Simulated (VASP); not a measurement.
Here is a VASP 6.6.1 calculation.

The input POSCAR:

```
CdAg
1.0
    3.3896756300      0.0000000000      0.0000000000
    0.0000000000      3.3896756300      0.0000000000
    0.0000000000      0.0000000000      3.3896756300
Cd Ag
1 1
Direct
    0.5000000000      0.5000000000      0.5000000000
    0.0000000000      0.0000000000      0.0000000000
```

Contents of INCAR.step1:

```
SYSTEM = CdAg
  PREC = Accurate
  ENCUT = 520
  ISMEAR = -1
  SIGMA = 0.1
  LREAL = .False.
  LASPH = .True.
  NELM = 60
  NBANDS = 18
  GGA = PE
  ALGO = Normal
  EDIFF = 1E-4
  LWAVE = .True.
  LCHARG = .False.
```

File INCAR.step2:

```
SYSTEM = CdAg
  PREC = Accurate
  ENCUT = 520
  EDIFF = 1E-6
  ISMEAR = -1
  SIGMA = 0.1
  LREAL = .False.
  LASPH = .True.
  NELM = 60
  ALGO = Normal
  ISIF = 2
  LWAVE = .False.
  LCHARG = .True.
  METAGGA = R2SCAN
  LMIXTAU = .True.
  LELF = .True.
  LVHAR = .True.
  NBANDS = 18
  ISTART = 1
```

File KPOINTS:

```
regular mesh
0
Gamma
  10 10 10
  0 0 0
```

Potentials or basis: VASP PAW PBE potentials, release 64 (Cd, Ag).

Run with:

```sh
$ cat potpaw_PBE.64/Cd/POTCAR potpaw_PBE.64/Ag/POTCAR > POTCAR
$ cp INCAR.step1 INCAR
$ mpirun -np 1 vasp_std > vasp.out
$ cp INCAR.step2 INCAR
$ mpirun -np 1 vasp_std > vasp.out
```

**Question.** Estimate the pressure.

**Answer.** -2.8 GPa.

Caveat: the PAW data sets were made with another functional, which shifts forces and pressure a little.
